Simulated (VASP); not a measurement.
# Ga2GeO2 (P-6m2) in VASP: notebook, part 2 of 2

VASP 6.6.1. The steps go on from the part before.

## Step 3: Single point, PBE

This run uses another cell than the first one, of 16.83 Å³/atom.

INCAR

```
SYSTEM = Ga2GeO2
PREC = Accurate
ENCUT = 520
EDIFF = 1E-6
ISMEAR = 0
SIGMA = 0.1
LREAL = .FALSE.
LASPH = .TRUE.
NELM = 100
ALGO = Normal
ISIF = 2
LWAVE = .FALSE.
LCHARG = .FALSE.
GGA = PE
NBANDS = 34
```

KPOINTS

```
regular mesh
0
G
  6 6 4
  0 0 0
```

POSCAR

```
Ga2GeO2
1.0
    3.8711856563      0.0000000000      0.0000000000
   -1.9355928282      3.3525451212      0.0000000000
    0.0000000000      0.0000000000      6.4836943124
Ga Ge O
2 1 2
Direct
    0.3333333333      0.6666666667      0.7216848201
    0.3333333333      0.6666666667      0.2783151799
    0.6666666667      0.3333333333      0.5000000000
    0.0000000000      0.0000000000      0.0000000000
    0.3333333333      0.6666666667      0.0000000000
```

Potentials or basis: VASP PAW PBE potentials, release 64 (Ga_d, Ge_d, O).

Run with:

```
> cat potpaw_PBE.64/Ga_d/POTCAR potpaw_PBE.64/Ge_d/POTCAR potpaw_PBE.64/O/POTCAR > POTCAR
> mpirun -np 1 vasp_std > vasp.out
```

It took 58 s on 1 thread of Intel Xeon Platinum 8259CL at 2.50GHz (Skylake/Cascade Lake), shared host; peak memory 0.22 GiB.

It converged, with:

- Free energy: -19.1952 eV
- Pressure: 0.0 GPa
- Largest force: 0.011 eV/Å
- Band gap on the k mesh: zero (bands 26 and 27 overlap by 2.00 eV)

Forces in eV/Å, atoms in the order of the input:
```
Ga   0.000  0.000 -0.011
Ga   0.000  0.000  0.011
Ge   0.000  0.000  0.000
O    0.000  0.000  0.000
O    0.000  0.000  0.000
```

Stress tensor (GPa, compression positive):
```
-0.12  0.00  0.00
 0.00 -0.12  0.00
 0.00  0.00  0.11
```

Levels at points of the mesh, in eV from the Fermi level:
```
           k point  band 23  band 24  band 25  band 26  band 27  band 28  band 29  band 30
(0.00, 0.00, 0.00)    -0.78    -0.29    -0.29     0.57     1.48     1.48     3.42     5.48
(0.50, 0.00, 0.00)    -2.52    -1.03    -0.45    -0.29     0.59     0.79     2.04     4.10
(0.00, 0.00, 0.50)    -1.08    -0.25    -0.25     1.25     1.25     1.90     5.12     5.12
(0.50, 0.00, 0.50)    -2.28    -1.57    -0.66    -0.59    -0.12     0.58     2.47     4.98
```

## Step 4: Single point, PBE

This run uses another cell than the first one, of 16.84 Å³/atom.

INCAR

```
PREC = Accurate
ENCUT = 520
EDIFF = 1E-6
ISMEAR = 0
SIGMA = 0.1
LREAL = F
LASPH = T
NELM = 100
ALGO = Normal
ISIF = 2
LWAVE = F
LCHARG = F
GGA = PE
NBANDS = 34
```

KPOINTS

```
Automatic mesh
0
Gamma
  12 12 6
```

POSCAR

```
Ga2GeO2
1.0
    3.8281213058      0.0000000000      0.0000000000
   -1.9140606529      3.3152502996      0.0000000000
    0.0000000000      0.0000000000      6.6361074254
Ga Ge O
2 1 2
Direct
    0.3333333333      0.6666666667      0.7272041532
    0.3333333333      0.6666666667      0.2727958468
    0.6666666667      0.3333333333      0.5000000000
    0.0000000000      0.0000000000      0.0000000000
    0.3333333333      0.6666666667      0.0000000000
```

Run with:

```
> cat potpaw_PBE.64/Ga_d/POTCAR potpaw_PBE.64/Ge_d/POTCAR potpaw_PBE.64/O/POTCAR > POTCAR
> mpirun -np 1 vasp_std > vasp.out
```

Wall time 2.8 min (1 thread of Intel Xeon Platinum 8259CL at 2.50GHz (Skylake/Cascade Lake), shared host); peak memory 0.32 GiB.

The run converged. Its results:

```
Free energy            : -19.1861 eV
Pressure               : 0.0 GPa
Largest force          : 0.034 eV/Å
Band gap on the k mesh : zero (bands 26 and 27 overlap by 2.32 eV)
```

Forces in eV/Å, atoms in the order of the input:
```
Ga   0.000  0.000 -0.034
Ga   0.000  0.000  0.034
Ge   0.000  0.000  0.000
O    0.000  0.000  0.000
O    0.000  0.000  0.000
```

Stress tensor (GPa, compression positive):
```
-0.07  0.00  0.00
 0.00 -0.07  0.00
 0.00  0.00  0.21
```

Levels at points of the mesh, in eV from the Fermi level:
```
           k point  band 23  band 24  band 25  band 26  band 27  band 28  band 29  band 30
(0.00, 0.00, 0.00)    -0.92    -0.31    -0.31     0.29     1.69     1.69     3.70     5.67
(0.50, 0.00, 0.00)    -2.66    -1.23    -0.47    -0.14     0.53     0.62     2.04     4.07
(0.00, 0.00, 0.50)    -1.16    -0.27    -0.27     1.50     1.50     2.08     5.14     5.30
(0.50, 0.00, 0.50)    -2.47    -1.70    -0.82    -0.40    -0.19     0.61     2.52     4.91
```

## Step 5: Relaxation of cell and atoms, PBE

INCAR

```
SYSTEM = Ga2GeO2
PREC = Accurate ; ENCUT = 600
EDIFF = 1E-6 ; ISMEAR = 0
SIGMA = 0.1 ; LREAL = .False.
LASPH = .True. ; NELM = 60
ALGO = Normal ; ISIF = 3
LWAVE = .False. ; LCHARG = .False.
GGA = PE ; IBRION = 2
NSW = 90 ; EDIFFG = -0.04
```

KPOINTS

```
regular mesh
0
Gamma
  6 6 4
  0 0 0
```

POSCAR

```
Ga2GeO2
1.0
    3.5008706600      0.0000000000      0.0000000000
   -1.7504353300      3.0318429300      0.0000000000
    0.0000000000      0.0000000000      7.4538050000
Ga Ge O
2 1 2
Direct
    0.3333333300      0.6666666700      0.6442409300
    0.3333333300      0.6666666700      0.3557590700
    0.6666666700      0.3333333300      0.5000000000
    0.0000000000      0.0000000000      0.0000000000
    0.3333333300      0.6666666700      0.0000000000
```

Run with:

```
> cat potpaw_PBE.64/Ga_d/POTCAR potpaw_PBE.64/Ge_d/POTCAR potpaw_PBE.64/O/POTCAR > POTCAR
> mpirun -np 1 vasp_std > vasp.out
```

Wall time 13 min (1 thread of Intel Xeon Platinum 8259CL at 2.50GHz (Skylake/Cascade Lake), shared host); peak memory 0.26 GiB.

Results (log left out):

- Free energy: -19.1948 eV
- Relaxed volume: 16.84 Å³/atom
- Relaxed cell: a = 3.868 Å, b = 3.868 Å, c = 6.496 Å, α = 90.00°, β = 90.00°, γ = 120.00°
- Space group after relaxing (to 0.1 Å): P-6m2 (No. 187)
- Pressure after relaxing: -0.2 GPa
- Largest force after relaxing: 0.021 eV/Å
- Band gap on the k mesh: zero (bands 26 and 27 overlap by 2.02 eV)

Forces on the atoms (eV/Å):
```
Ga   0.000  0.000  0.021
Ga   0.000  0.000 -0.021
Ge   0.000  0.000  0.000
O    0.000  0.000  0.000
O    0.000  0.000  0.000
```

Final structure:
```
Ga Ge O
1.0
     3.86834    0.00000    0.00000
    -1.93417    3.35008    0.00000
     0.00000    0.00000    6.49556
Ga Ge O
2 1 2
Direct
  0.33333 0.66667 0.72180
  0.33333 0.66667 0.27820
  0.66667 0.33333 0.50000
  0.00000 0.00000 0.00000
  0.33333 0.66667 0.00000
```

Levels at points of the mesh, in eV from the Fermi level:
```
           k point  band 23  band 24  band 25  band 26  band 27  band 28  band 29  band 30
(0.00, 0.00, 0.00)    -0.79    -0.29    -0.29     0.56     1.49     1.49     3.43     5.49
(0.50, 0.00, 0.00)    -2.52    -1.05    -0.45    -0.29     0.60     0.77     2.04     4.10
(0.00, 0.00, 0.50)    -1.08    -0.24    -0.24     1.27     1.27     1.92     5.13     5.13
(0.50, 0.00, 0.50)    -2.29    -1.58    -0.67    -0.58    -0.12     0.59     2.48     4.97
```

## Step 6: Relaxation of cell and atoms, PBE

This run uses another cell than the first one, of 16.83 Å³/atom.

INCAR

```
SYSTEM = Ga2GeO2
PREC = Accurate
ENCUT = 600
EDIFF = 1E-6
ISMEAR = 0
SIGMA = 0.1
LREAL = .False.
LASPH = .True.
NELM = 60
ALGO = Normal
ISIF = 3
LWAVE = .False.
LCHARG = .False.
GGA = PE
IBRION = 2
NSW = 100
EDIFFG = -0.01
```

KPOINTS

```
regular mesh
0
Gamma
  12 12 6
  0 0 0
```

POSCAR

```
Ga2GeO2
1.0
    3.8711856563      0.0000000000      0.0000000000
   -1.9355928282      3.3525451212      0.0000000000
    0.0000000000      0.0000000000      6.4836943124
Ga Ge O
2 1 2
Direct
    0.3333333333      0.6666666667      0.7216848201
    0.3333333333      0.6666666667      0.2783151799
    0.6666666667      0.3333333333      0.5000000000
    0.0000000000      0.0000000000      0.0000000000
    0.3333333333      0.6666666667      0.0000000000
```

Potentials or basis: VASP PAW PBE potentials, release 64 (Ga_d, Ge_d, O).

Run with:

```
> cat potpaw_PBE.64/Ga_d/POTCAR potpaw_PBE.64/Ge_d/POTCAR potpaw_PBE.64/O/POTCAR > POTCAR
> mpirun -np 1 vasp_std > vasp.out
```

It took 21 min on 1 thread of Intel Xeon Platinum 8259CL at 2.50GHz (Skylake/Cascade Lake), shared host; peak memory 0.4 GiB.

It converged, with:

| Property | Result |
| --- | --- |
| Free energy | -19.1882 eV |
| Energy gained by relaxing | 2.9 meV/atom |
| Ionic steps | 11 |
| Pressure after relaxing | -0.1 GPa |
| Band gap on the k mesh | zero (bands 26 and 27 overlap by 2.34 eV) |

Step by step:
```tsv
step	energy change (eV)	largest force (eV/Å)	pressure (GPa)	volume (Å³)
1	0.0000	0.0648	0.18	84.15
2	-0.0039	0.1713	-0.15	84.38
3	-0.0060	0.2992	-0.62	84.71
4	-0.0077	0.2766	-0.62	84.67
5	-0.0116	0.2032	-0.54	84.57
6	-0.0132	0.0663	-0.33	84.35
7	-0.0136	0.1039	-0.39	84.42
8	-0.0145	0.0349	-0.08	84.24
9	-0.0146	0.0126	-0.04	84.18
10	-0.0146	0.0312	0.11	84.07
11	-0.0147	0.0016	-0.06	84.14
```

Final structure:
```
Ga Ge O
1.0
     3.82431    0.00000    0.00000
    -1.91215    3.31195    0.00000
     0.00000    0.00000    6.64337
Ga Ge O
2 1 2
Direct
  0.33333 0.66667 0.72720
  0.33333 0.66667 0.27280
  0.66667 0.33333 0.50000
  0.00000 0.00000 0.00000
  0.33333 0.66667 0.00000
```

Levels at points of the mesh, in eV from the Fermi level:
```tsv
k point	band 24	band 25	band 26	band 27	band 28	band 29
(0.00, 0.00, 0.00)	-0.30	-0.30	0.28	1.70	1.70	3.71
(0.50, 0.00, 0.00)	-1.24	-0.46	-0.13	0.52	0.62	2.04
(0.00, 0.00, 0.50)	-0.27	-0.27	1.52	1.52	2.09	5.12
(0.50, 0.00, 0.50)	-1.70	-0.83	-0.39	-0.19	0.61	2.52
```

## Step 7: Overview

| task | cell | k mesh | cutoff (eV) | gap on the mesh (eV) | pressure (GPa) | relaxed volume (Å³/atom) | largest force (eV/Å) |
| --- | --- | --- | --- | --- | --- | --- | --- |
| single point | a = 3.501, b = 3.501, c = 7.454 Å, angles 90.0, 90.0, 120.0°, 5 atoms, atomic positions A | 6 × 6 × 4 | 520 | none | 22.7 | - | 8.53 |
| single point | a = 3.871, b = 3.871, c = 6.484 Å, angles 90.0, 90.0, 120.0°, 5 atoms, atomic positions B | 6 × 6 × 4 | 520 | none | 0.0 | - | 0.01 |
| single point | a = 3.828, b = 3.828, c = 6.636 Å, angles 90.0, 90.0, 120.0°, 5 atoms, atomic positions C | 12 × 12 × 6 | 520 | none | 0.0 | - | 0.03 |
| relaxation of cell and atoms | relaxed from a = 3.501, b = 3.501, c = 7.454 Å, angles 90.0, 90.0, 120.0°, 5 atoms, atomic positions A | 6 × 6 × 4 | 600 | none | -0.2 | 16.84 | 0.02 |
| relaxation of cell and atoms | relaxed from a = 3.871, b = 3.871, c = 6.484 Å, angles 90.0, 90.0, 120.0°, 5 atoms, atomic positions B | 12 × 12 × 6 | 600 | none | -0.1 | 16.83 | - |

Alike in all rows: level PBE; potentials or basis VASP PAW PBE potentials, release 64 (Ga_d, Ge_d, O); no spin polarisation; smearing gaussian 0.1 eV.

Caveats: the cell stands under pressure (at least some runs); forces of over 1 eV/Å act on the atoms, so gaps and moduli don't describe the material at rest (at least some runs).

Total energies depend on the potentials used, so only differences within one code and one set of settings carry meaning.
